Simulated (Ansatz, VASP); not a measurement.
## N: VASP beside Ansatz

Contents of POSCAR:

```
N
1.0
    2.5194737886      0.0000000000      0.0000000000
   -1.2597368943      2.1819283051      0.0000000000
    0.0000000000      0.0000000000      2.4460020000
N
2
Direct
    0.3333333333      0.6666666667      0.7500000000
    0.6666666667      0.3333333333      0.2500000000
```

The input INCAR.step1:

```
PREC = Accurate ; ENCUT = 520
EDIFF = 1E-5 ; ISMEAR = -1
SIGMA = 0.05 ; LREAL = False
LASPH = True ; NELM = 60
ALGO = Normal ; ISIF = 2
LWAVE = True ; LCHARG = False
NBANDS = 12 ; GGA = PE
```

Contents of INCAR.step2:

```
PREC = Accurate ; ENCUT = 520
EDIFF = 1E-7 ; ISMEAR = -1
SIGMA = 0.05 ; LREAL = False
LASPH = True ; NELM = 60
ALGO = Normal ; ISIF = 2
LWAVE = False ; LCHARG = False
GGA = PE ; LHFCALC = True
AEXX = 0.25 ; HFSCREEN = 0.15
PRECFOCK = Normal ; NBANDS = 12
ISTART = 1
```

File KPOINTS:

```
regular mesh
0
Gamma
  6 6 6
```

Contents of input.yaml:

```yaml
crystal:
  lattice:
    - [2.5194737886, 0.0, 0.0]
    - [-1.2597368943, 2.1819283051, 0.0]
    - [0.0, 0.0, 2.446002]
  atoms:
    - { symbol: "N", position: [0.3333333333, 0.6666666667, 0.75] }
    - { symbol: "N", position: [0.6666666667, 0.3333333333, 0.25] }
hamiltonian:
  xc:
    exchange: pbe
    correlation: pbe
    exx: { coeff: 0.25, omega: 0.15 }
  pseudopotentials: { kind: paw }
kpoints:
  mp_grid: { grid: [6, 6, 6] }
scf:
  occupations: { method: fermi_dirac, width: 0.05 }
output:
  forces: true
  stress: true
  eigenvalues: true
```

Alike in both runs: task single point; functional PBE-based screened hybrid; k mesh 6 × 6 × 6; occupations fermi-dirac, width 0.05 eV; no spin polarisation.

|  | VASP | Ansatz |
| --- | --- | --- |
| version | VASP 6.6.1 | Ansatz 0.2.0 |
| potentials or method | VASP PAW PBE potentials, release 64 (N) | Ansatz PAW |
| plane-wave cutoff (eV) | 520 | 420 |
| valence electrons in the cell | 10 | 10 |

|  | VASP | Ansatz | Ansatz less VASP |
| --- | --- | --- | --- |
| gap on the k mesh at the Fermi level (eV) | none | none | - |
| pressure (GPa) | -1.3 | -1.2 | +0.04 |
| traceless stress, the component that is largest in VASP (GPa) | -6.64 | -6.72 | -0.085 |

VASP's potentials were made for PBE, not for PBE-based screened hybrid. A gap of «none» marks a metal or a gap that the smearing closes. With one functional, cell and mesh, what is left measures potentials, basis and numerics.

The k mesh is coarse, so the values compare programs but aren't converged.
